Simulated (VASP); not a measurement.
# Na3Be (I4/mmm) in VASP: a series of runs

Na3Be is run at these levels: PBE; tasks: single point, relaxation of cell and atoms.

All numbers are computed with VASP 6.6.1; they aren't measurements. Logs are shortened: lines on timing, memory, paths and dates and some standing lists are left out, and cuts for length are marked.

## 1. The cell of the first run

Symmetry: I4/mmm, No. 139, tetragonal system. The conventional cell has a = 3.973 Å, b = 3.973 Å, c = 8.874 Å, α = 90.00°, β = 90.00°, γ = 90.00°. Within 3.7 Å of Na (site symmetry 4/mmm) lie 4 Be at 2.81 Å and 8 Na at 2.98 Å. Na (site symmetry -4m2) has 8 Na at 2.81 to 2.98 Å and 4 Be at 2.98 Å within 3.7 Å. Within 3.7 Å of Be (site symmetry 4/mmm) lie 12 Na at 2.81 to 2.98 Å.

## 2. Single point, PBE

Input file INCAR:

```
SYSTEM = Na3Be
PREC     = Accurate       ! precision mode
ENCUT    = 520            ! plane-wave cutoff, eV
EDIFF    = 1E-6           ! SCF threshold, eV
ISMEAR   = 0              ! smearing method
SIGMA    = 0.1            ! smearing width, eV
LREAL    = .FALSE.        ! projectors in reciprocal space
LASPH    = .TRUE.         ! aspherical terms in the spheres
NELM     = 80             ! most SCF steps
ALGO     = Fast           ! electronic algorithm
ISIF     = 2              ! what is computed and relaxed
LWAVE    = .FALSE.        ! write WAVECAR
LCHARG   = .TRUE.         ! write CHGCAR
GGA      = PE             ! functional
LELF     = .TRUE.         ! ELF
LVHAR    = .TRUE.       
NBANDS   = 20             ! bands
```

Input file KPOINTS:

```
regular mesh
0
G
  6 6 6
  0 0 0
```

Input file POSCAR:

```
Na3Be
1.0
   -1.9862898000      1.9862898000      4.4369070858
    1.9862898000     -1.9862898000      4.4369070858
    1.9862898000      1.9862898000     -4.4369070858
Na Be
3 1
Direct
    0.5000000000      0.5000000000      0.0000000000
    0.2500000000      0.7500000000      0.5000000000
    0.7500000000      0.2500000000      0.5000000000
    0.0000000000      0.0000000000      0.0000000000
```

Potentials or basis: VASP PAW PBE potentials, release 64 (Na_pv, Be).

Command:

```sh
cat potpaw_PBE.64/Na_pv/POTCAR potpaw_PBE.64/Be/POTCAR > POTCAR
mpirun -np 1 vasp_std > vasp.out
```

OUTCAR:

```text
SYSTEM = Na3Be
   PREC = Accurate
   ENCUT = 520
   EDIFF = 1E-6
   ISMEAR = 0
   LREAL = .FALSE.
   LASPH = .TRUE.
   NELM = 80
   ISIF = 2
   GGA = PE

 ion  position               nearest neighbor table
   1  0.500  0.500  0.000-
   2  0.250  0.750  0.500-
   3  0.750  0.250  0.500-
   4  0.000  0.000  0.000-

  LATTYP: Found a body centered tetragonal cell.
 ALAT       =     3.9725796000
 C/A-ratio  =     2.2337662338

  Lattice vectors:

 A1 = (  -1.9862898000,   1.9862898000,   4.4369070858)
 A2 = (   1.9862898000,  -1.9862898000,   4.4369070858)
 A3 = (   1.9862898000,   1.9862898000,  -4.4369070858)

Analysis of symmetry for initial positions (statically):
=====================================================================
 Subroutine PRICEL returns:
 Original cell was already a primitive cell.

 Routine SETGRP: Setting up the symmetry group for a
 body centered tetragonal supercell.

 Subroutine GETGRP returns: Found 16 space group operations
 (whereof 16 operations were pure point group operations)
 out of a pool of 16 trial point group operations.

The static configuration has the point symmetry D_4h.

Analysis of symmetry for dynamics (positions and initial velocities):
=====================================================================
 Subroutine PRICEL returns:
 Original cell was already a primitive cell.

 Routine SETGRP: Setting up the symmetry group for a
 body centered tetragonal supercell.

 Subroutine GETGRP returns: Found 16 space group operations
 (whereof 16 operations were pure point group operations)
 out of a pool of 16 trial point group operations.

The dynamic configuration has the point symmetry D_4h.

 Subroutine INISYM returns: Found 16 space group operations
 (whereof 16 operations are pure point group operations),
 and found     1 'primitive' translations

----------------------------------------------------------------------------------------

                                     Primitive cell

  volume of cell :      70.0206

  direct lattice vectors                    reciprocal lattice vectors
    -1.986289800  1.986289800  4.436907086     0.000000000  0.251725604  0.112691114
     1.986289800 -1.986289800  4.436907086     0.251725604  0.000000000  0.112691114
     1.986289800  1.986289800 -4.436907086     0.251725604  0.251725604  0.000000000

  length of vectors
     5.251365425  5.251365425  5.251365425     0.275798961  0.275798961  0.355993763

  position of ions in fractional coordinates (direct lattice)
     0.500000000  0.500000000  0.000000000
     0.250000000  0.750000000  0.500000000
     0.750000000  0.250000000  0.500000000
     0.000000000  0.000000000  0.000000000

  ion indices of the primitive-cell ions
   primitive index   ion index
                 1           1
                 2           2
                 3           3
                 4           4

----------------------------------------------------------------------------------------

 KPOINTS: regular mesh

Automatic generation of k-mesh.
 Grid dimensions read from file:
 generate k-points for:    6    6    6

 Generating k-lattice:

  Cartesian coordinates                     Fractional coordinates (reciprocal lattice)
     0.000000000  0.041954267  0.018781852     0.166666667  0.000000000 -0.000000000
     0.041954267  0.000000000  0.018781852     0.000000000  0.166666667 -0.000000000
     0.041954267  0.041954267  0.000000000     0.000000000  0.000000000  0.166666667

  Length of vectors
     0.045966493  0.045966493  0.059332294

  Shift w.r.t. Gamma in fractional coordinates (k-lattice)
     0.000000000  0.000000000  0.000000000

 Subroutine IBZKPT returns following result:
 ===========================================

 Found     30 irreducible k-points:

 Following reciprocal coordinates:
            Coordinates               Weight
  0.000000  0.000000  0.000000      1.000000
  0.166667  0.000000 -0.000000      8.000000
  0.333333  0.000000  0.000000      8.000000
  0.500000  0.000000 -0.000000      4.000000
  0.166667  0.166667 -0.000000      8.000000
  0.333333  0.166667 -0.000000     16.000000
[... 16 lines left out ...]
 -0.333333 -0.333333  0.166667      8.000000
 -0.166667 -0.333333  0.166667      8.000000
 [... further k-points ...]
   k-points           NKPTS =     30   k-points in BZ     NKDIM =     30   number of bands    NBANDS=     20
   number of dos      NEDOS =    301   number of ions     NIONS =      4
   total plane-waves  NPLWV =  64000
   dimension x,y,z NGX =    40 NGY =   40 NGZ =   40
   dimension x,y,z NGXF=    80 NGYF=   80 NGZF=   80
   ions per type =               3   1
   NGX,Y,Z   is equivalent  to a cutoff of  12.66, 12.66, 12.66 a.u.
   NGXF,Y,Z  is equivalent  to a cutoff of  25.33, 25.33, 25.33 a.u.
 SYSTEM =  Na3Be
   PREC   = accura    normal or accurate (medium, high low for compatibility)
   ISTART =      0    job   : 0-new  1-cont  2-samecut
   ICHARG =      2    charge: 1-file 2-atom 10-const
   ISPIN  =      1    spin polarized calculation?
   LNONCOLLINEAR =      F non collinear calculations
   LSORBIT =      F    spin-orbit coupling
   LASPH  =      T    aspherical Exc in radial PAW
   ENCUT  =  520.0 eV  38.22 Ry    6.18 a.u.   9.76  9.76  9.76*2*pi/ulx,y,z
   NELM   =     80;   NELMIN=  2; NELMDL= -5     # of ELM steps
   EDIFF  = 0.1E-05   stopping-criterion for ELM
   LREAL  =      F    real-space projection
   EDIFFG = 0.1E-04   stopping-criterion for IOM
   NSW    =      0    number of steps for IOM
   IBRION =     -1    ionic relax: 0-MD 1-quasi-New 2-CG
   NFREE  =      0    steps in history (QN), initial steepest desc. (CG)
   ISIF   =      2    stress and relaxation
   ISYM   =      2    0-nonsym 1-usesym 2-fastsym
   POTIM  = 0.5000    time-step for ionic-motion
   TEBEG  =    0.0;   TEEND  =   0.0 temperature during run
   PSTRESS=    0.0 pullay stress
   NELECT =      23.0000    total number of electrons
   NUPDOWN=      -1.0000    fix difference up-down
   EMIN   =  10.00;   EMAX   =-10.00  energy-range for DOS
   EFERMI =   0.00;   METHOD = LEGACY
   ISMEAR =     0;   SIGMA  =   0.10  broadening in eV -4-tet -1-fermi 0-gaus
   EFERMI_NEDOS =   21; number of points for ismear=-14 and -15
   IALGO  =     68    algorithm
   IMIX   =      4    mixing-type and parameters
     AMIX     =   0.40;   BMIX     =  1.00
     AMIX_MAG =   1.60;   BMIX_MAG =  1.00
  volume/ion in A,a.u.               =      17.51       118.13
  Fermi-wavevector in a.u.,A,eV,Ry     =   1.129559  2.134557 17.359722  1.275904
  Thomas-Fermi vector in A             =   2.266253
   LORBIT       =      0    0 simple, 1 ext, 2 COOP (PROOUT), +10 PAW based schemes
   GGA     = PE    functional components
   LHFCALC =     F    Hartree Fock is set to
   AEXX    =    0.0000 exact exchange contribution
   IVDW    =     0    specifies the selected vdW correction
   LEPSILON=     F    determine dielectric tensor
   LRPA    =     F    only Hartree local field effects (RPA)
 non-spin polarized calculation
 RMM-DIIS sequential band-by-band and
 Gauss-broadening in eV      SIGMA  =   0.10
  energy-cutoff  :      520.00
  volume of cell :       70.02
 maximum number of plane-waves:      1908
   NGX = 19   NGY = 19   NGZ = 19

 number of electron      23.0000003 magnetization

 Free energy of the ion-electron system (eV)
  ---------------------------------------------------
  ext. energy  EPLUGINS =         0.00000000
  ---------------------------------------------------
  free energy    TOTEN  =        -4.71318615 eV

  energy without entropy =       -4.70275040  energy(sigma->0) =       -4.70796828

 E-fermi :   2.7630     XC(G=0):  -8.6601

 val. band max:        2.7236819975   @ k =   0.3333   0.3333   0.0000
 cond. band min:       2.7825303156   @ k =   0.5000   0.0000  -0.0000
 fundamental gap:      0.0588483181
 Fermi energy:         2.7630097728

 k-point     1 :       0.0000    0.0000    0.0000
  band No.  band energies     occupation
      1     -21.9258      2.00000
      2     -21.9258      2.00000
      3     -21.8438      2.00000
      4     -21.7067      2.00000
      5     -21.6999      2.00000
      6     -21.6999      2.00000
[... 12 lines left out ...]
     19       9.8845      0.00000
     20      12.9152      0.00000

 k-point     2 :       0.1667    0.0000   -0.0000
  band No.  band energies     occupation
      1     -21.9191      2.00000
      2     -21.9109      2.00000
      3     -21.8281      2.00000
      4     -21.7201      2.00000
      5     -21.7152      2.00000
      6     -21.7129      2.00000
[... 12 lines left out ...]
     19      10.9333      0.00000
     20      11.7747      0.00000

 k-point     3 :       0.3333    0.0000    0.0000
  band No.  band energies     occupation
      1     -21.8913      2.00000
      2     -21.8701      2.00000
      3     -21.8001      2.00000
      4     -21.7630      2.00000
      5     -21.7569      2.00000
      6     -21.7337      2.00000
[... 12 lines left out ...]
     19      10.9562      0.00000
     20      12.2881      0.00000

 k-point     4 :       0.5000    0.0000   -0.0000
  band No.  band energies     occupation
      1     -21.8494      2.00000
      2     -21.8244      2.00000
      3     -21.8170      2.00000
      4     -21.8105      2.00000
      5     -21.7768      2.00000
      6     -21.7407      2.00000
[... 12 lines left out ...]
     19      11.4672      0.00000
     20      11.7648      0.00000

 k-point     5 :       0.1667    0.1667   -0.0000
  band No.  band energies     occupation
      1     -21.9453      2.00000
      2     -21.8648      2.00000
      3     -21.8152      2.00000
      4     -21.7667      2.00000
      5     -21.7231      2.00000
      6     -21.6908      2.00000
[... 12 lines left out ...]
     19      10.6647      0.00000
     20      12.1161      0.00000
[... 353 lines left out ...]
      6     -21.7027      2.00000
[... 12 lines left out ...]
     19      11.2512      0.00000
     20      12.4646      0.00000

 k-point    22 :      -0.1667    0.5000    0.1667
  band No.  band energies     occupation
      1     -21.8854      2.00000
      2     -21.8740      2.00000
      3     -21.7979      2.00000
      4     -21.7667      2.00000
      5     -21.7540      2.00000
      6     -21.7265      2.00000
[... 12 lines left out ...]
     19      11.6863      0.00000
     20      11.9832      0.00000

 k-point    23 :      -0.3333   -0.3333    0.1667
  band No.  band energies     occupation
      1     -21.9444      2.00000
      2     -21.8688      2.00000
      3     -21.8011      2.00000
      4     -21.7679      2.00000
      5     -21.7158      2.00000
      6     -21.6895      2.00000
[... 12 lines left out ...]
     19      11.5396      0.00000
     20      12.2380      0.00000

 k-point    24 :      -0.1667   -0.3333    0.1667
  band No.  band energies     occupation
      1     -21.9196      2.00000
      2     -21.9147      2.00000
      3     -21.8117      2.00000
      4     -21.7185      2.00000
      5     -21.7128      2.00000
      6     -21.7118      2.00000
[... 12 lines left out ...]
     19      11.7781      0.00000
     20      12.0929      0.00000

 [... further k-points ...]
[... 5 lines left out ...]
  --------------------------------------------------------------------------------------
  -------------------------------------------------------------------------------------
  Total        5.5171703      5.5171703      4.5678509      0.0000000     -0.0000000      0.0000000
  in kB      126.2412894    126.2412894    104.5194108      0.0000000     -0.0000000      0.0000000
  external PRESSURE =     119.0006632 kB  Pullay stress =       0.0000000 kB

 VOLUME and BASIS-vectors are now :
 -----------------------------------------------------------------------------
  energy-cutoff  :      520.00
  volume of cell :       70.02
      direct lattice vectors                 reciprocal lattice vectors
    -1.986289800  1.986289800  4.436907086     0.000000000  0.251725604  0.112691114
     1.986289800 -1.986289800  4.436907086     0.251725604  0.000000000  0.112691114
     1.986289800  1.986289800 -4.436907086     0.251725604  0.251725604  0.000000000

 POSITION                                       TOTAL-FORCE (eV/Angst)
 -----------------------------------------------------------------------------------
      0.00000      0.00000      4.43691         0.000000     -0.000000      0.000000
      1.98629     -0.00000      2.21845         0.000000     -0.000000      0.000000
     -0.00000      1.98629      2.21845        -0.000000      0.000000     -0.000000
      0.00000      0.00000      0.00000         0.000000     -0.000000      0.000000
 -----------------------------------------------------------------------------------
    total drift:                               -0.000000     -0.000000      0.000000

  FREE ENERGIE OF THE ION-ELECTRON SYSTEM (eV)
  ---------------------------------------------------
  free  energy   TOTEN  =        -4.7131861525 eV

  energy  without entropy=       -4.7027504024  energy(sigma->0) =       -4.70796828
```

It took 64 s on 1 thread of AMD EPYC 9R45 (Zen 5), shared host; peak memory 0.2 GiB.

What came out:

- Free energy: -4.7132 eV
- Pressure: 11.9 GPa

Stress tensor (GPa, compression positive):
```
12.62  0.00  0.00
 0.00 12.62  0.00
 0.00  0.00 10.45
```

Levels at points of the mesh, in eV from the Fermi level:
```csv
k point,band 8,band 9,band 10,band 11,band 12,band 13,band 14,band 15
"(0.00, 0.00, 0.00)",-24.28,-24.28,-5.57,0.52,2.16,2.49,2.49,4.30
"(0.50, 0.00, 0.00)",-24.27,-24.27,-3.37,-2.41,0.02,1.45,2.84,5.34
"(0.50, 0.50, 0.00)",-24.29,-24.26,-1.99,-1.13,-0.32,0.29,1.51,2.77
"(0.50, 0.50, 0.50)",-24.27,-24.27,-4.22,-3.14,2.07,2.07,3.46,4.72
```

Caveat: the k points lie up to 0.37 Å⁻¹ apart.

## 3. Single point, PBE

This run uses another cell than the first one, of 25.56 Å³/atom, 1.460 times its volume.

Input file INCAR:

```
ALGO = Normal ; EDIFF = 1E-7
ENCUT = 520 ; GGA = PE
ISIF = 2 ; ISMEAR = 0
LASPH = True ; LCHARG = False
LREAL = False ; LWAVE = False
NBANDS = 20 ; NELM = 60
PREC = Accurate ; SIGMA = 0.1
```

Input file KPOINTS:

```
k-points
0
Gamma
  6 6 6
```

Input file POSCAR:

```
Na3Be
1.0
   -2.5120738881      2.5120738881      4.0498783456
    2.5120738881     -2.5120738881      4.0498783456
    2.5120738881      2.5120738881     -4.0498783456
Na Be
3 1
Direct
    0.5000000000      0.5000000000      0.0000000000
    0.2500000000      0.7500000000      0.5000000000
    0.7500000000      0.2500000000      0.5000000000
    0.0000000000      0.0000000000      0.0000000000
```

Potentials or basis: VASP PAW PBE potentials, release 64 (Na_pv, Be).

Command:

```sh
cat potpaw_PBE.64/Na_pv/POTCAR potpaw_PBE.64/Be/POTCAR > POTCAR
mpirun -np 1 vasp_std > vasp.out
```

Wall time 45 s (1 thread of AMD EPYC 9R45 (Zen 5), shared host); peak memory 0.2 GiB.

Results (log left out):

```
Free energy : -5.7045 eV
Pressure    : 0.2 GPa
```

Levels at points of the mesh, in eV from the Fermi level:
| k point | band 7 | band 8 | band 9 | band 10 | band 11 | band 12 | band 13 | band 14 | band 15 | band 16 |
| --- | --- | --- | --- | --- | --- | --- | --- | --- | --- | --- |
| (0.00, 0.00, 0.00) | -24.41 | -24.41 | -24.41 | -4.59 | 1.48 | 1.53 | 1.53 | 2.77 | 3.94 | 3.94 |
| (0.50, 0.00, 0.00) | -24.43 | -24.42 | -24.42 | -3.15 | -2.09 | 0.84 | 1.41 | 2.26 | 3.55 | 3.71 |
| (0.50, 0.50, 0.00) | -24.41 | -24.41 | -24.41 | -2.53 | -1.39 | -0.02 | 0.13 | 0.82 | 2.09 | 5.22 |
| (0.50, 0.50, 0.50) | -24.42 | -24.42 | -24.41 | -3.00 | -1.91 | 0.53 | 0.53 | 1.34 | 2.74 | 6.15 |

(Part 1 of 2 ends here.)
